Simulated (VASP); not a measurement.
# Ge (I4_1/amd) in VASP: notebook

Ge is run at these levels: PBE; tasks: single point.

Everything below comes from runs of VASP 6.6.1. Logs are shortened: lines on timing, memory, paths and dates and some standing lists are left out, and cuts for length are marked.

### 1 The cell of the first run

Symmetry: I4_1/amd, No. 141, tetragonal system. The conventional cell has a = 4.317 Å, b = 4.317 Å, c = 5.508 Å, α = 90.00°, β = 90.00°, γ = 90.00°. Ge (site symmetry -4m2) has 4 Ge at 2.56 Å within 3.4 Å.

### 2 Single point, PBE (biaxial strain in the a-b plane: +6.0 %, then relaxed in part)

File INCAR:

```
PREC     = Accurate       # precision mode
ENCUT    = 500            # plane-wave cutoff, eV
EDIFF    = 1E-6           # SCF threshold, eV
ISMEAR   = 0              # smearing method
SIGMA    = 0.1            # smearing width, eV
LREAL    = F              # projectors in reciprocal space
LASPH    = T              # aspherical terms in the spheres
NELM     = 120            # most SCF steps
ALGO     = Normal         # electronic algorithm
ISIF     = 2              # what is computed and relaxed
LWAVE    = F              # write WAVECAR
LCHARG   = F              # write CHGCAR
GGA      = PE             # functional
NBANDS   = 36             # bands
GGA_COMPAT= F
```

File KPOINTS:

```
Automatic mesh
0
Gamma
  14 14 10
```

File POSCAR:

```
Ge
1.0
    3.0526048090      3.0526048090      0.0000000000
   -3.0526048090      3.0526048090      0.0000000000
    0.0000000000      0.0000000000      5.5083099474
Ge
4
Direct
    0.5000000000      0.5000000000      0.5000000000
    0.5000000000      0.0000000000      0.2500000000
    0.0000000000      0.0000000000      0.0000000000
    0.0000000000      0.5000000000      0.7500000000
```

Potentials or basis: VASP PAW PBE potentials, release 64 (Ge_d).

Command:

```bash
cat potpaw_PBE.64/Ge_d/POTCAR > POTCAR
mpirun -np 1 vasp_std > vasp.out
```

OUTCAR:

```text
PREC = Accurate
   ENCUT = 500
   EDIFF = 1E-6
   ISMEAR = 0
   LREAL = F
   LASPH = T
   NELM = 120
   ISIF = 2
   GGA = PE

 ion  position               nearest neighbor table
   1  0.500  0.500  0.500-   2 2.56   4 2.56   2 2.56   4 2.56
   2  0.500  0.000  0.250-   1 2.56   3 2.56   1 2.56   3 2.56
   3  0.000  0.000  0.000-   2 2.56   4 2.56   4 2.56   2 2.56
   4  0.000  0.500  0.750-   1 2.56   3 2.56   3 2.56   1 2.56

  LATTYP: Found a simple tetragonal cell.
 ALAT       =     4.3170351215
 C/A-ratio  =     1.2759474483

  Lattice vectors:

 A1 = (   3.0526048090,   3.0526048090,   0.0000000000)
 A2 = (  -3.0526048090,   3.0526048090,   0.0000000000)
 A3 = (   0.0000000000,   0.0000000000,   5.5083099474)

Analysis of symmetry for initial positions (statically):
=====================================================================
 Subroutine PRICEL returns following result:

  LATTYP: Found a body centered tetragonal cell.
 ALAT       =     4.3170351215
 C/A-ratio  =     1.2759474483

  Lattice vectors:

 A1 = (   0.0000000000,  -3.0526048090,  -2.7541549737)
 A2 = (   0.0000000000,   3.0526048090,  -2.7541549737)
 A3 = (   3.0526048090,   0.0000000000,   2.7541549737)

   2 primitive cells build up your supercell.

 Routine SETGRP: Setting up the symmetry group for a
 simple tetragonal supercell.

 Subroutine GETGRP returns: Found 16 space group operations
 (whereof  8 operations were pure point group operations)
 out of a pool of 16 trial point group operations.

The static configuration has the point symmetry D_2d.
 The point group associated with its full space group is D_4h.

Analysis of symmetry for dynamics (positions and initial velocities):
=====================================================================
 Subroutine PRICEL returns following result:

  LATTYP: Found a body centered tetragonal cell.
 ALAT       =     4.3170351215
 C/A-ratio  =     1.2759474483

  Lattice vectors:

 A1 = (   0.0000000000,  -3.0526048090,  -2.7541549737)
 A2 = (   0.0000000000,   3.0526048090,  -2.7541549737)
 A3 = (   3.0526048090,   0.0000000000,   2.7541549737)

   2 primitive cells build up your supercell.

 Routine SETGRP: Setting up the symmetry group for a
 simple tetragonal supercell.

 Subroutine GETGRP returns: Found 16 space group operations
 (whereof  8 operations were pure point group operations)
[... 99 lines left out ...]
   LSORBIT =      F    spin-orbit coupling
   LASPH  =      T    aspherical Exc in radial PAW
   ENCUT  =  500.0 eV  36.75 Ry    6.06 a.u.   7.87  7.87 10.04*2*pi/ulx,y,z
   NELM   =    120;   NELMIN=  2; NELMDL= -5     # of ELM steps
   EDIFF  = 0.1E-05   stopping-criterion for ELM
   LREAL  =      F    real-space projection
   EDIFFG = 0.1E-04   stopping-criterion for IOM
   NSW    =      0    number of steps for IOM
   IBRION =     -1    ionic relax: 0-MD 1-quasi-New 2-CG
   NFREE  =      0    steps in history (QN), initial steepest desc. (CG)
   ISIF   =      2    stress and relaxation
   ISYM   =      2    0-nonsym 1-usesym 2-fastsym
   POTIM  = 0.5000    time-step for ionic-motion
   TEBEG  =    0.0;   TEEND  =   0.0 temperature during run
   PSTRESS=    0.0 pullay stress
   NELECT =      56.0000    total number of electrons
   NUPDOWN=      -1.0000    fix difference up-down
   EMIN   =  10.00;   EMAX   =-10.00  energy-range for DOS
   EFERMI =   0.00;   METHOD = LEGACY
   ISMEAR =     0;   SIGMA  =   0.10  broadening in eV -4-tet -1-fermi 0-gaus
   EFERMI_NEDOS =   21; number of points for ismear=-14 and -15
   IALGO  =     38    algorithm
   IMIX   =      4    mixing-type and parameters
     AMIX     =   0.40;   BMIX     =  1.00
     AMIX_MAG =   1.60;   BMIX_MAG =  1.00
  volume/ion in A,a.u.               =      25.66       173.19
  Fermi-wavevector in a.u.,A,eV,Ry     =   1.337645  2.527783 24.344839  1.789295
  Thomas-Fermi vector in A             =   2.466178
   LORBIT       =      0    0 simple, 1 ext, 2 COOP (PROOUT), +10 PAW based schemes
   GGA     = PE    functional components
   LHFCALC =     F    Hartree Fock is set to
   AEXX    =    0.0000 exact exchange contribution
   IVDW    =     0    specifies the selected vdW correction
   LEPSILON=     F    determine dielectric tensor
   LRPA    =     F    only Hartree local field effects (RPA)
 non-spin polarized calculation
 Gauss-broadening in eV      SIGMA  =   0.10
  energy-cutoff  :      500.00
  volume of cell :      102.66
 maximum number of plane-waves:      2648
 NGX is ok and might be reduce to    32
   NGX = 15   NGY = 15   NGZ = 21

 number of electron      55.9999934 magnetization

 Free energy of the ion-electron system (eV)
  ---------------------------------------------------
  ext. energy  EPLUGINS =         0.00000000
  ---------------------------------------------------
  free energy    TOTEN  =       -17.86798562 eV

  energy without entropy =      -17.86678950  energy(sigma->0) =      -17.86738756

 E-fermi :   3.8235     XC(G=0):  -9.3584

 val. band max:        3.7481156617   @ k =   0.1429   0.0000   0.1000
 cond. band min:       3.8407896657   @ k =   0.3571   0.0000   0.4000
 fundamental gap:      0.0926740041
 Fermi energy:         3.8235010443

 k-point     1 :       0.0000    0.0000    0.0000
  band No.  band energies     occupation
      1     -20.8426      2.00000
      2     -20.8426      2.00000
      3     -20.8390      2.00000
      4     -20.8246      2.00000
      5     -20.8246      2.00000
      6     -20.8023      2.00000
[... 925 lines left out ...]
     35       9.1673      0.00000
     36      10.2428      0.00000

 [... further k-points ...]

------------------------ aborting loop because EDIFF is reached ----------------------------------------

  FORCE on cell =-STRESS in cart. coord.  units (eV):
  Direction    XX          YY          ZZ          XY          YZ          ZX
  --------------------------------------------------------------------------------------
  -------------------------------------------------------------------------------------
  Total       -3.4223778     -3.4223778     -0.0480703      0.0000000     -0.0000000      0.0000000
  in kB      -53.4132496    -53.4132496     -0.7502357      0.0000000     -0.0000000      0.0000000
  external PRESSURE =     -35.8589116 kB  Pullay stress =       0.0000000 kB

 VOLUME and BASIS-vectors are now :
 -----------------------------------------------------------------------------
  energy-cutoff  :      500.00
  volume of cell :      102.66
      direct lattice vectors                 reciprocal lattice vectors
     3.052604809  3.052604809  0.000000000     0.163794540  0.163794540  0.000000000
    -3.052604809  3.052604809  0.000000000    -0.163794540  0.163794540  0.000000000
     0.000000000  0.000000000  5.508309947     0.000000000  0.000000000  0.181543887

 POSITION                                       TOTAL-FORCE (eV/Angst)
 -----------------------------------------------------------------------------------
      0.00000      3.05260      2.75415         0.000000     -0.000000      0.000000
      1.52630      1.52630      1.37708         0.000000      0.000000      0.000000
      0.00000      0.00000      0.00000        -0.000000     -0.000000     -0.000000
     -1.52630      1.52630      4.13123         0.000000      0.000000      0.000000
 -----------------------------------------------------------------------------------
    total drift:                               -0.000000      0.000000     -0.000000

  FREE ENERGIE OF THE ION-ELECTRON SYSTEM (eV)
  ---------------------------------------------------
  free  energy   TOTEN  =       -17.8679856168 eV

  energy  without entropy=      -17.8667895002  energy(sigma->0) =      -17.86738756
```

OSZICAR:

```text
N       E                     dE             d eps       ncg     rms          rms(c)
DAV:   1     0.494796654581E+03    0.49480E+03   -0.27696E+04 17592   0.401E+03
DAV:   2     0.681038071212E+02   -0.42669E+03   -0.41640E+03 15552   0.803E+02
DAV:   3    -0.133354134585E+02   -0.81439E+02   -0.80367E+02 17100   0.203E+02
DAV:   4    -0.178758570599E+02   -0.45404E+01   -0.45249E+01 18216   0.553E+01
DAV:   5    -0.179714114373E+02   -0.95554E-01   -0.95524E-01 17304   0.905E+00    0.376E+00
DAV:   6    -0.179031630462E+02    0.68248E-01   -0.56781E-02 17980   0.217E+00    0.223E+00
DAV:   7    -0.178643081330E+02    0.38855E-01   -0.74189E-02 16604   0.219E+00    0.176E-01
DAV:   8    -0.178672105610E+02   -0.29024E-02   -0.12512E-02 17348   0.127E+00    0.820E-02
DAV:   9    -0.178679069411E+02   -0.69638E-03   -0.68353E-04 18952   0.134E-01    0.249E-02
DAV:  10    -0.178679789832E+02   -0.72042E-04   -0.13741E-04 18428   0.106E-01    0.636E-03
DAV:  11    -0.178679846815E+02   -0.56983E-05   -0.13885E-05 14316   0.223E-02    0.292E-03
DAV:  12    -0.178679856168E+02   -0.93527E-06   -0.65890E-07 11648   0.835E-03
   1 F= -.17867986E+02 E0= -.17867388E+02  d E =-.119612E-02
```

stdout:

```text
POSCAR found type information on POSCAR Ge
 POSCAR found :  1 types and       4 ions
 scaLAPACK will be used
 LDA part: xc-table for (Slater+PW92), standard interpolation
 POSCAR, INCAR and KPOINTS ok, starting setup
 FFT: planning ... GRIDC
 FFT: planning ... GRID_SOFT
 FFT: planning ... GRID
 WAVECAR not read
 entering main loop
```

Wall time 8.1 min (1 thread of Oxide Virtual Turin-like, shared host); peak memory 0.55 GiB.

Results:

| Item | Value |
| --- | --- |
| Free energy | -17.8680 eV |
| Pressure | -3.6 GPa |
| Band gap on the k mesh | zero (bands 28 and 29 overlap by 0.50 eV) |

Caveat: the cell differs from its parent crystal (biaxial strain in the a-b plane: +6.0 %, then relaxed in part); the stress differs along the axes, from -5 to -0 GPa; semilocal functionals underestimate gaps, and a narrow one can read as zero.

### 3 Single point, PBE (biaxial strain in the a-b plane: +6.0 %)

File INCAR:

```
PREC = Accurate
ENCUT = 500
EDIFF = 1E-6
ISMEAR = 0
SIGMA = 0.1
LREAL = F
LASPH = T
NELM = 120
ALGO = Normal
ISIF = 2
LWAVE = F
LCHARG = F
GGA = PE
NBANDS = 36
GGA_COMPAT = F
```

KPOINTS is that of step 2.

POSCAR: that of step 2 with these lines changed.

```diff
@@ -4,3 +4,3 @@
    -3.0526048090      3.0526048090      0.0000000000
-    0.0000000000      0.0000000000      5.5083099474
+    0.0000000000      0.0000000000      5.5522849734
 Ge
```

Potentials or basis: VASP PAW PBE potentials, release 64 (Ge_d).

Command:

```bash
cat potpaw_PBE.64/Ge_d/POTCAR > POTCAR
mpirun -np 1 vasp_std > vasp.out
```

OUTCAR:

```text
PREC = Accurate
   ENCUT = 500
   EDIFF = 1E-6
   ISMEAR = 0
   LREAL = F
   LASPH = T
   NELM = 120
   ISIF = 2
   GGA = PE

 ion  position               nearest neighbor table
   1  0.500  0.500  0.500-   2 2.57   4 2.57   2 2.57   4 2.57
   2  0.500  0.000  0.250-   1 2.57   3 2.57   1 2.57   3 2.57
   3  0.000  0.000  0.000-   2 2.57   4 2.57   4 2.57   2 2.57
   4  0.000  0.500  0.750-   1 2.57   3 2.57   3 2.57   1 2.57

  LATTYP: Found a simple tetragonal cell.
 ALAT       =     4.3170351215
 C/A-ratio  =     1.2861338435

  Lattice vectors:

 A1 = (   3.0526048090,   3.0526048090,   0.0000000000)
 A2 = (  -3.0526048090,   3.0526048090,   0.0000000000)
 A3 = (   0.0000000000,   0.0000000000,   5.5522849734)

Analysis of symmetry for initial positions (statically):
=====================================================================
 Subroutine PRICEL returns following result:

  LATTYP: Found a body centered tetragonal cell.
 ALAT       =     4.3170351215
 C/A-ratio  =     1.2861338435

  Lattice vectors:

 A1 = (   0.0000000000,  -3.0526048090,  -2.7761424867)
 A2 = (   0.0000000000,   3.0526048090,  -2.7761424867)
 A3 = (   3.0526048090,   0.0000000000,   2.7761424867)

   2 primitive cells build up your supercell.

 Routine SETGRP: Setting up the symmetry group for a
 simple tetragonal supercell.

 Subroutine GETGRP returns: Found 16 space group operations
 (whereof  8 operations were pure point group operations)
 out of a pool of 16 trial point group operations.

The static configuration has the point symmetry D_2d.
 The point group associated with its full space group is D_4h.

Analysis of symmetry for dynamics (positions and initial velocities):
=====================================================================
 Subroutine PRICEL returns following result:

  LATTYP: Found a body centered tetragonal cell.
[... 136 lines left out ...]
   IALGO  =     38    algorithm
   IMIX   =      4    mixing-type and parameters
     AMIX     =   0.40;   BMIX     =  1.00
     AMIX_MAG =   1.60;   BMIX_MAG =  1.00
  volume/ion in A,a.u.               =      25.87       174.57
  Fermi-wavevector in a.u.,A,eV,Ry     =   1.334105  2.521092 24.216125  1.779835
  Thomas-Fermi vector in A             =   2.462912
   LORBIT       =      0    0 simple, 1 ext, 2 COOP (PROOUT), +10 PAW based schemes
   GGA     = PE    functional components
   LHFCALC =     F    Hartree Fock is set to
   AEXX    =    0.0000 exact exchange contribution
   IVDW    =     0    specifies the selected vdW correction
   LEPSILON=     F    determine dielectric tensor
   LRPA    =     F    only Hartree local field effects (RPA)
 non-spin polarized calculation
 Gauss-broadening in eV      SIGMA  =   0.10
  energy-cutoff  :      500.00
  volume of cell :      103.48
 maximum number of plane-waves:      2660
 NGX is ok and might be reduce to    32
   NGX = 15   NGY = 15   NGZ = 21

 number of electron      55.9999968 magnetization

 Free energy of the ion-electron system (eV)
  ---------------------------------------------------
  ext. energy  EPLUGINS =         0.00000000
  ---------------------------------------------------
  free energy    TOTEN  =       -17.86660320 eV

  energy without entropy =      -17.86542428  energy(sigma->0) =      -17.86601374

 E-fermi :   3.7466     XC(G=0):  -9.3205

 val. band max:        3.6749530981   @ k =   0.0714   0.0000   0.1000
 cond. band min:       3.7647416822   @ k =   0.3571   0.0000   0.4000
 fundamental gap:      0.0897885841
 Fermi energy:         3.7466356801

 k-point     1 :       0.0000    0.0000    0.0000
  band No.  band energies     occupation
      1     -20.9049      2.00000
      2     -20.9049      2.00000
      3     -20.8993      2.00000
      4     -20.8867      2.00000
      5     -20.8867      2.00000
      6     -20.8645      2.00000
[... 925 lines left out ...]
     35       9.1390      0.00000
     36      10.1041      0.00000

 [... further k-points ...]

------------------------ aborting loop because EDIFF is reached ----------------------------------------

  FORCE on cell =-STRESS in cart. coord.  units (eV):
  Direction    XX          YY          ZZ          XY          YZ          ZX
  --------------------------------------------------------------------------------------
  -------------------------------------------------------------------------------------
  Total       -3.5743240     -3.5743240     -0.4164696      0.0000000     -0.0000000      0.0000000
  in kB      -55.3428586    -55.3428586     -6.4483856      0.0000000     -0.0000000      0.0000000
  external PRESSURE =     -39.0447010 kB  Pullay stress =       0.0000000 kB

 VOLUME and BASIS-vectors are now :
 -----------------------------------------------------------------------------
  energy-cutoff  :      500.00
  volume of cell :      103.48
      direct lattice vectors                 reciprocal lattice vectors
     3.052604809  3.052604809  0.000000000     0.163794540  0.163794540  0.000000000
    -3.052604809  3.052604809  0.000000000    -0.163794540  0.163794540  0.000000000
     0.000000000  0.000000000  5.552284973     0.000000000  0.000000000  0.180106029

 POSITION                                       TOTAL-FORCE (eV/Angst)
 -----------------------------------------------------------------------------------
      0.00000      3.05260      2.77614        -0.000000     -0.000000     -0.000000
      1.52630      1.52630      1.38807        -0.000000     -0.000000      0.000000
      0.00000      0.00000      0.00000        -0.000000      0.000000      0.000000
     -1.52630      1.52630      4.16421         0.000000     -0.000000     -0.000000
 -----------------------------------------------------------------------------------
    total drift:                               -0.000000      0.000000     -0.000000

  FREE ENERGIE OF THE ION-ELECTRON SYSTEM (eV)
  ---------------------------------------------------
  free  energy   TOTEN  =       -17.8666032039 eV

  energy  without entropy=      -17.8654242791  energy(sigma->0) =      -17.86601374
```

OSZICAR:

```text
N       E                     dE             d eps       ncg     rms          rms(c)
DAV:   1     0.497028396974E+03    0.49703E+03   -0.27759E+04 17640   0.400E+03
DAV:   2     0.685832915995E+02   -0.42845E+03   -0.41808E+03 15552   0.804E+02
DAV:   3    -0.133257321448E+02   -0.81909E+02   -0.80917E+02 17188   0.203E+02
DAV:   4    -0.178710377703E+02   -0.45453E+01   -0.45308E+01 18216   0.552E+01
DAV:   5    -0.179663395662E+02   -0.95302E-01   -0.95279E-01 17376   0.906E+00    0.372E+00
DAV:   6    -0.179005501944E+02    0.65789E-01   -0.56492E-02 18164   0.217E+00    0.221E+00
DAV:   7    -0.178629284758E+02    0.37622E-01   -0.72012E-02 16568   0.216E+00    0.176E-01
DAV:   8    -0.178658161031E+02   -0.28876E-02   -0.12161E-02 17352   0.124E+00    0.813E-02
DAV:   9    -0.178665219614E+02   -0.70586E-03   -0.68968E-04 18840   0.133E-01    0.243E-02
DAV:  10    -0.178665966231E+02   -0.74662E-04   -0.13940E-04 18260   0.103E-01    0.641E-03
DAV:  11    -0.178666023895E+02   -0.57664E-05   -0.14668E-05 14076   0.224E-02    0.282E-03
DAV:  12    -0.178666032039E+02   -0.81437E-06   -0.80706E-07 11700   0.888E-03
   1 F= -.17866603E+02 E0= -.17866014E+02  d E =-.117892E-02
```

It took 9.1 min on 1 thread of Oxide Virtual Turin-like, shared host; peak memory 0.55 GiB.

Results:

- Free energy: -17.8666 eV
- Pressure: -3.9 GPa
- Band gap on the k mesh: zero (bands 28 and 29 overlap by 0.49 eV)

Caveat: the cell differs from its parent crystal (biaxial strain in the a-b plane: +6.0 %); the cell stands under tension; semilocal functionals underestimate gaps, and a narrow one can read as zero.

The gap in the log of VASP goes by the Fermi energy; the results here count the filled bands.